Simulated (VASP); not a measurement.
Here is a VASP 6.6.1 calculation.

INCAR

```
SYSTEM = SiC
  ALGO = Normal
  DIPOL = 0.5 0.5 0.294
  EDIFF = 1E-6
  ENCUT = 520
  GGA = PE
  GGA_COMPAT = .False.
  IDIPOL = 3
  ISIF = 2
  ISMEAR = 0
  IVDW = 13
  LASPH = .True.
  LCHARG = .False.
  LDIPOL = .True.
  LREAL = .False.
  LWAVE = .False.
  NBANDS = 11
  NELM = 120
  NELMDL = -8
  PREC = Accurate
  SIGMA = 0.03
```

Contents of KPOINTS:

```
k-points
0
Gamma
  12 12 1
  0 0 0
```

File POSCAR:

```
SiC
1.0
    3.1178587937      0.0000000000      0.0000000000
   -1.5589293968      2.7001449207      0.0000000000
    0.0000000000      0.0000000000     23.8000000000
Si C
1 1
Direct
    0.3333333333      0.6666666667      0.2941176471
    0.6666666667      0.3333333333      0.2941176471
```

Potentials or basis: VASP PAW PBE potentials, release 64 (Si, C).

Command:

```console
$ cat potpaw_PBE.64/Si/POTCAR potpaw_PBE.64/C/POTCAR > POTCAR
$ mpirun -np 1 vasp_std > vasp.out
```

**Question.** Predict the band gap on the k mesh.

**Answer.** 2.48 eV, direct.

**Question.** Predict the dispersion energy per atom.

**Answer.** -0.162 eV.
